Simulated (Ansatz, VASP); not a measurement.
Two plane-wave programs on MgO

```
Mg O
1.0
     0.00000    2.10850    2.10850
     2.10850    0.00000    2.10850
     2.10850    2.10850    0.00000
Mg O
1 1
Cartesian
  0.0000 0.0000 0.0000
  2.1085 2.1085 2.1085
```

Alike in both runs: task electric field gradients; functional PBEsol; k mesh 9 × 9 × 9; occupations fermi-dirac, width 0.02 eV; no spin polarisation.

```csv
,VASP,Ansatz
version,VASP 6.6.1,Ansatz 0.2.0
potentials or method,"VASP PAW PBE potentials, release 64 (Mg, O)","plane-wave PAW, scalar-relativistic"
plane-wave cutoff (eV),520,420
valence electrons in the cell,8,16
```

```csv
,VASP,Ansatz,Ansatz less VASP
gap on the k mesh at the Fermi level (eV),4.60,4.61,+0.006
pressure (GPa),-0.8,-0.2,+0.59
```

VASP's potentials were made for PBE, not for PBEsol, and Ansatz warns of the same on its side. With one functional, cell and mesh, what is left measures potentials, basis and numerics. VASP's potentials hold 8 valence electrons a cell and Ansatz's 16, so a difference there can come from the potentials and not from the codes.
